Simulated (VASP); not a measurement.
# Al: relaxation of cell and atoms with PBEsol

Al:

```xyz
1
Lattice="-1.6050 1.6050 1.6050 1.6050 -1.6050 1.6050 1.6050 1.6050 -1.6050" Properties=species:S:1:pos:R:3 pbc="T T T"
Al    0.0000    0.0000    0.0000
```

This isn't the form of Al at room conditions, which is fcc.

```
Program                : VASP 6.6.1
Task                   : relaxation of cell and atoms
Functional             : PBEsol
Potentials or basis    : VASP PAW PBE potentials, release 64 (Al)
Cutoff                 : 500 eV
k mesh                 : 20 × 20 × 20
Occupations            : fermi-dirac, width 0.05 eV
Spin                   : no spin polarisation
Target pressure        : 5 GPa
Dipole correction      : no
Further INCAR settings : ALGO = Normal; EDIFF = 1e-07; IBRION = 2; EDIFFG = -0.01; NSW = 60; ISIF = 3
```

| Quantity | Value |
| --- | --- |
| Relaxed volume | 15.63 Å³/atom |
| Relaxed cell | a = 2.728 Å, b = 2.728 Å, c = 2.728 Å, α = 109.47°, β = 109.47°, γ = 109.47° |
| Space group after relaxing (to 0.1 Å) | Im-3m (No. 229) |
| Energy change on relaxing (the run minimises the enthalpy) | +14.3 meV/atom |
| Ionic steps | 3 |
| Pressure after relaxing | 5.0 GPa |
| Band gap on the k mesh | zero (an odd number of electrons rules out a gap without spin polarisation) |

The path:
```csv
step,energy change (eV),largest force (eV/Å),pressure (GPa),volume (Å³)
1,0.0000,0.0000,0.27,16.54
2,0.0226,0.0000,6.45,15.40
3,0.0143,0.0000,5.01,15.63
```

Final structure:
```cif
data_structure
_symmetry_space_group_name_H-M 'P 1'
_symmetry_Int_Tables_number 1
_cell_length_a 2.7279
_cell_length_b 2.7279
_cell_length_c 2.7279
_cell_angle_alpha 109.471
_cell_angle_beta 109.471
_cell_angle_gamma 109.471
_cell_volume 15.63
loop_
_atom_site_label
_atom_site_type_symbol
_atom_site_fract_x
_atom_site_fract_y
_atom_site_fract_z
_atom_site_occupancy
Al1 Al 0.00000 0.00000 0.00000 1
```

Levels at points of the mesh, in eV from the Fermi level:
| k point | band 1 | band 2 | band 3 | band 4 | band 5 |
| --- | --- | --- | --- | --- | --- |
| (0.00, 0.00, 0.00) | -11.52 | 13.56 | 13.56 | 13.56 | 15.48 |
| (0.50, 0.00, 0.00) | -4.54 | -3.93 | 8.37 | 8.57 | 10.34 |
| (0.50, 0.50, 0.50) | 1.95 | 1.95 | 1.95 | 2.88 | 2.88 |

Run time: 16 s on 1 thread of AMD EPYC 9R45 96-Core Processor (Zen 5), with other jobs on the host, peak memory 0.1 GiB.

Caveat: the cell is relaxed towards a set pressure, so the run minimises the enthalpy, not the energy; the PAW data sets were made with another functional, which shifts forces and pressure a little.
